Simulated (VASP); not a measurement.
# GaN (P6_3mc) in VASP: single point with LDA

Aim: the single point of GaN with LDA.

Everything below comes from runs of VASP 6.6.1. Logs are shortened: lines on timing, memory, paths and dates and some standing lists are left out, and cuts for length are marked.

## (1) The cell of the first run

The structure is hexagonal, space group P6_3mc (No. 186). The conventional cell has a = 3.152 Å, b = 3.152 Å, c = 5.138 Å, α = 90.00°, β = 90.00°, γ = 120.00°. Ga (site symmetry 3m) has 4 N at 1.93 Å within 2.6 Å. N (site symmetry 3m) has 4 Ga at 1.93 Å within 2.6 Å.

## (2) Single point, LDA

INCAR

```
SYSTEM = GaN
PREC = Accurate
ENCUT = 520
EDIFF = 1E-6
ISMEAR = 0
SIGMA = 0.02
LREAL = .FALSE.
LASPH = .TRUE.
NELM = 80
ALGO = Normal
ISIF = 2
LWAVE = .FALSE.
LCHARG = .FALSE.
NBANDS = 26
```

KPOINTS

```
Automatic mesh
0
G
  12 12 6
  0 0 0
```

POSCAR

```
GaN
1.0
    3.1517989586      0.0000000000      0.0000000000
   -1.5758994793      2.7295379658      0.0000000000
    0.0000000000      0.0000000000      5.1384824325
Ga N
2 2
Direct
    0.6666666667      0.3333333333      0.4992976333
    0.3333333333      0.6666666667      0.9992976333
    0.6666666667      0.3333333333      0.8757023667
    0.3333333333      0.6666666667      0.3757023667
```

Potentials or basis: VASP PAW LDA potentials, release 64 (Ga_d, N).

Started as:

```bash
$ cat potpaw_LDA.64/Ga_d/POTCAR potpaw_LDA.64/N/POTCAR > POTCAR
$ mpirun -np 1 vasp_std > vasp.out
```

OUTCAR:

```text
SYSTEM = GaN
   PREC = Accurate
   ENCUT = 520
   EDIFF = 1E-6
   ISMEAR = 0
   LREAL = .FALSE.
   LASPH = .TRUE.
   NELM = 80
   ISIF = 2

 ion  position               nearest neighbor table
   1  0.667  0.333  0.499-   4 1.93   4 1.93   4 1.93   3 1.93
   2  0.333  0.667  0.999-   3 1.93   3 1.93   3 1.93   4 1.93
   3  0.667  0.333  0.876-   2 1.93   2 1.93   2 1.93   1 1.93
   4  0.333  0.667  0.376-   1 1.93   1 1.93   1 1.93   2 1.93

  LATTYP: Found a hexagonal cell.
 ALAT       =     3.1517989586
 C/A-ratio  =     1.6303331843

  Lattice vectors:

 A1 = (   3.1517989586,   0.0000000000,   0.0000000000)
 A2 = (  -1.5758994793,   2.7295379658,   0.0000000000)
 A3 = (   0.0000000000,   0.0000000000,   5.1384824325)

Analysis of symmetry for initial positions (statically):
=====================================================================
 Subroutine PRICEL returns:
 Original cell was already a primitive cell.

 Routine SETGRP: Setting up the symmetry group for a
 hexagonal supercell.

 Subroutine GETGRP returns: Found 12 space group operations
 (whereof  6 operations were pure point group operations)
 out of a pool of 24 trial point group operations.

The static configuration has the point symmetry C_3v.
 The point group associated with its full space group is C_6v.

Analysis of symmetry for dynamics (positions and initial velocities):
=====================================================================
 Subroutine PRICEL returns:
 Original cell was already a primitive cell.

 Routine SETGRP: Setting up the symmetry group for a
 hexagonal supercell.

 Subroutine GETGRP returns: Found 12 space group operations
 (whereof  6 operations were pure point group operations)
 out of a pool of 24 trial point group operations.

The dynamic configuration has the point symmetry C_3v.
 The point group associated with its full space group is C_6v.

 Subroutine INISYM returns: Found 12 space group operations
 (whereof  6 operations are pure point group operations),
 and found     1 'primitive' translations

----------------------------------------------------------------------------------------

                                     Primitive cell

  volume of cell :      44.2061

  direct lattice vectors                    reciprocal lattice vectors
     3.151798959  0.000000000  0.000000000     0.317279120  0.183181185  0.000000000
    -1.575899479  2.729537966  0.000000000     0.000000000  0.366362371  0.000000000
     0.000000000  0.000000000  5.138482433     0.000000000  0.000000000  0.194609987

  length of vectors
     3.151798959  3.151798959  5.138482433     0.366362371  0.366362371  0.194609987

  position of ions in fractional coordinates (direct lattice)
     0.666666667  0.333333333  0.499297633
     0.333333333  0.666666667  0.999297633
     0.666666667  0.333333333  0.875702367
     0.333333333  0.666666667  0.375702367

  ion indices of the primitive-cell ions
   primitive index   ion index
                 1           1
                 2           2
                 3           3
                 4           4

----------------------------------------------------------------------------------------

 KPOINTS: Automatic mesh

Automatic generation of k-mesh.
 Grid dimensions read from file:
 generate k-points for:   12   12    6

 Generating k-lattice:

  Cartesian coordinates                     Fractional coordinates (reciprocal lattice)
     0.026439927  0.015265099  0.000000000     0.083333333  0.000000000  0.000000000
     0.000000000  0.030530198  0.000000000     0.000000000  0.083333333  0.000000000
     0.000000000  0.000000000  0.032434998     0.000000000  0.000000000  0.166666667

  Length of vectors
     0.030530198  0.030530198  0.032434998

  Shift w.r.t. Gamma in fractional coordinates (k-lattice)
     0.000000000  0.000000000  0.000000000

 Subroutine IBZKPT returns following result:
 ===========================================

 Found     76 irreducible k-points:

 Following reciprocal coordinates:
            Coordinates               Weight
  0.000000  0.000000  0.000000      1.000000
  0.083333 -0.000000  0.000000      6.000000
  0.166667  0.000000  0.000000      6.000000
  0.250000  0.000000  0.000000      6.000000
  0.333333  0.000000  0.000000      6.000000
  0.416667 -0.000000  0.000000      6.000000
[... 16 lines left out ...]
  0.250000  0.000000  0.166667     12.000000
  0.333333  0.000000  0.166667     12.000000
 [... further k-points ...]
   k-points           NKPTS =     76   k-points in BZ     NKDIM =     76   number of bands    NBANDS=     26
   number of dos      NEDOS =    301   number of ions     NIONS =      4
   total plane-waves  NPLWV =  23040
   dimension x,y,z NGX =    24 NGY =   24 NGZ =   40
   dimension x,y,z NGXF=    48 NGYF=   48 NGZF=   80
   ions per type =               2   2
   NGX,Y,Z   is equivalent  to a cutoff of  12.66, 12.66, 12.94 a.u.
   NGXF,Y,Z  is equivalent  to a cutoff of  25.32, 25.32, 25.88 a.u.
 SYSTEM =  GaN
   PREC   = accura    normal or accurate (medium, high low for compatibility)
   ISTART =      0    job   : 0-new  1-cont  2-samecut
   ICHARG =      2    charge: 1-file 2-atom 10-const
   ISPIN  =      1    spin polarized calculation?
   LNONCOLLINEAR =      F non collinear calculations
   LSORBIT =      F    spin-orbit coupling
   LASPH  =      T    aspherical Exc in radial PAW
   ENCUT  =  520.0 eV  38.22 Ry    6.18 a.u.   5.86  5.86  9.55*2*pi/ulx,y,z
   NELM   =     80;   NELMIN=  2; NELMDL= -5     # of ELM steps
   EDIFF  = 0.1E-05   stopping-criterion for ELM
   LREAL  =      F    real-space projection
   EDIFFG = 0.1E-04   stopping-criterion for IOM
   NSW    =      0    number of steps for IOM
   IBRION =     -1    ionic relax: 0-MD 1-quasi-New 2-CG
   NFREE  =      0    steps in history (QN), initial steepest desc. (CG)
   ISIF   =      2    stress and relaxation
   ISYM   =      2    0-nonsym 1-usesym 2-fastsym
   POTIM  = 0.5000    time-step for ionic-motion
   TEBEG  =    0.0;   TEEND  =   0.0 temperature during run
   PSTRESS=    0.0 pullay stress
   NELECT =      36.0000    total number of electrons
   NUPDOWN=      -1.0000    fix difference up-down
   EMIN   =  10.00;   EMAX   =-10.00  energy-range for DOS
   EFERMI =   0.00;   METHOD = LEGACY
   ISMEAR =     0;   SIGMA  =   0.02  broadening in eV -4-tet -1-fermi 0-gaus
   EFERMI_NEDOS =   21; number of points for ismear=-14 and -15
   IALGO  =     38    algorithm
   IMIX   =      4    mixing-type and parameters
     AMIX     =   0.40;   BMIX     =  1.00
     AMIX_MAG =   1.60;   BMIX_MAG =  1.00
  volume/ion in A,a.u.               =      11.05        74.58
  Fermi-wavevector in a.u.,A,eV,Ry     =   1.528791  2.888996 31.799568  2.337202
  Thomas-Fermi vector in A             =   2.636501
   LORBIT       =      0    0 simple, 1 ext, 2 COOP (PROOUT), +10 PAW based schemes
   GGA     = CA    functional components
   LHFCALC =     F    Hartree Fock is set to
   AEXX    =    0.0000 exact exchange contribution
   IVDW    =     0    specifies the selected vdW correction
   LEPSILON=     F    determine dielectric tensor
   LRPA    =     F    only Hartree local field effects (RPA)
 non-spin polarized calculation
 Gauss-broadening in eV      SIGMA  =   0.02
  energy-cutoff  :      520.00
  volume of cell :       44.21
 maximum number of plane-waves:      1204
 NGX is ok and might be reduce to    24
   NGX = 11   NGY = 11   NGZ = 19

 number of electron      36.0000031 magnetization

 Free energy of the ion-electron system (eV)
  ---------------------------------------------------
  ext. energy  EPLUGINS =         0.00000000
  ---------------------------------------------------
  free energy    TOTEN  =       -27.90986855 eV

  energy without entropy =      -27.90986855  energy(sigma->0) =      -27.90986855

 E-fermi :   5.5208     XC(G=0): -12.2986

 val. band max:        5.4408543286   @ k =   0.0000   0.0000   0.0000
 cond. band min:       7.5860326354   @ k =   0.0000   0.0000   0.0000
 fundamental gap:      2.1451783067
 Fermi energy:         5.5208471094

 k-point     1 :       0.0000    0.0000    0.0000
  band No.  band energies     occupation
      1     -10.7019      2.00000
      2      -9.7205      2.00000
      3      -8.1465      2.00000
      4      -8.1292      2.00000
      5      -8.1292      2.00000
      6      -8.0621      2.00000
[... 18 lines left out ...]
     25      17.2193      0.00000
     26      17.2193      0.00000

 k-point     2 :       0.0833   -0.0000    0.0000
  band No.  band energies     occupation
      1     -10.6277      2.00000
      2      -9.7017      2.00000
      3      -8.1398      2.00000
      4      -8.1180      2.00000
      5      -8.1071      2.00000
      6      -8.0540      2.00000
[... 18 lines left out ...]
     25      16.8615      0.00000
     26      17.3796      0.00000

 k-point     3 :       0.1667    0.0000    0.0000
  band No.  band energies     occupation
      1     -10.4252      2.00000
      2      -9.6556      2.00000
      3      -8.1133      2.00000
      4      -8.0909      2.00000
      5      -8.0486      2.00000
      6      -8.0141      2.00000
[... 18 lines left out ...]
     25      16.8673      0.00000
     26      17.7490      0.00000

 k-point     4 :       0.2500    0.0000    0.0000
  band No.  band energies     occupation
      1     -10.1580      2.00000
      2      -9.6058      2.00000
      3      -8.0861      2.00000
      4      -8.0641      2.00000
      5      -7.9976      2.00000
      6      -7.9493      2.00000
[... 18 lines left out ...]
     25      16.8980      0.00000
     26      18.2367      0.00000
[... 496 lines left out ...]
      1     -10.3494      2.00000
      2      -9.6763      2.00000
      3      -8.1096      2.00000
      4      -8.0873      2.00000
      5      -8.0496      2.00000
      6      -8.0133      2.00000
[... 18 lines left out ...]
     25      16.4708      0.00000
     26      17.5317      0.00000

 k-point    23 :       0.2500    0.0000    0.1667
  band No.  band energies     occupation
      1     -10.0972      2.00000
      2      -9.6173      2.00000
      3      -8.0870      2.00000
      4      -8.0572      2.00000
      5      -8.0123      2.00000
      6      -7.9576      2.00000
[... 18 lines left out ...]
     25      16.5806      0.00000
     26      18.0676      0.00000

 k-point    24 :       0.3333    0.0000    0.1667
  band No.  band energies     occupation
      1      -9.8764      2.00000
      2      -9.5743      2.00000
      3      -8.0790      2.00000
      4      -8.0398      2.00000
      5      -7.9825      2.00000
      6      -7.9039      2.00000
[... 18 lines left out ...]
     25      16.8043      0.00000
     26      18.6844      0.00000

 [... further k-points ...]

------------------------ aborting loop because EDIFF is reached ----------------------------------------

  FORCE on cell =-STRESS in cart. coord.  units (eV):
  Direction    XX          YY          ZZ          XY          YZ          ZX
  --------------------------------------------------------------------------------------
  -------------------------------------------------------------------------------------
  Total        0.3007361      0.3007361      0.2959280      0.0000000      0.0000000      0.0000000
  in kB       10.8996765     10.8996765     10.7254140      0.0000000      0.0000000      0.0000000
  external PRESSURE =      10.8415890 kB  Pullay stress =       0.0000000 kB

 VOLUME and BASIS-vectors are now :
 -----------------------------------------------------------------------------
  energy-cutoff  :      520.00
  volume of cell :       44.21
      direct lattice vectors                 reciprocal lattice vectors
     3.151798959  0.000000000  0.000000000     0.317279120  0.183181185  0.000000000
    -1.575899479  2.729537966  0.000000000     0.000000000  0.366362371  0.000000000
     0.000000000  0.000000000  5.138482433     0.000000000  0.000000000  0.194609987

 POSITION                                       TOTAL-FORCE (eV/Angst)
 -----------------------------------------------------------------------------------
      1.57590      0.90985      2.56563         0.000000     -0.000000      0.001582
     -0.00000      1.81969      5.13487        -0.000000      0.000000      0.001582
      1.57590      0.90985      4.49978         0.000000      0.000000     -0.001582
     -0.00000      1.81969      1.93054        -0.000000     -0.000000     -0.001582
 -----------------------------------------------------------------------------------
    total drift:                               -0.000001     -0.000001      0.000755

  FREE ENERGIE OF THE ION-ELECTRON SYSTEM (eV)
  ---------------------------------------------------
  free  energy   TOTEN  =       -27.9098685500 eV

  energy  without entropy=      -27.9098685500  energy(sigma->0) =      -27.90986855
```

Run time: 48 s. Hardware: 1 thread of Intel Xeon Platinum 8488C (Sapphire Rapids), shared host; peak memory 0.19 GiB.

Results:

```yaml
Free_energy: -27.9099 eV
Pressure: 1.1 GPa
Band_gap_on_the_k_mesh: 2.15 eV
```

Levels at points of the mesh, in eV from the valence-band top:
| k point | band 16 | band 17 | band 18 | band 19 | band 20 | band 21 |
| --- | --- | --- | --- | --- | --- | --- |
| (0.00, 0.00, 0.00) | -0.05 | 0.00 | 0.00 | 2.15 | 4.38 | 9.22 |
| (0.50, 0.00, 0.00) | -2.88 | -2.34 | -1.05 | 5.00 | 5.66 | 5.99 |
| (0.00, 0.00, 0.50) | -0.56 | -0.56 | -0.56 | 4.41 | 4.41 | 8.47 |
| (0.50, 0.00, 0.50) | -2.04 | -1.99 | -1.99 | 4.39 | 4.39 | 7.81 |
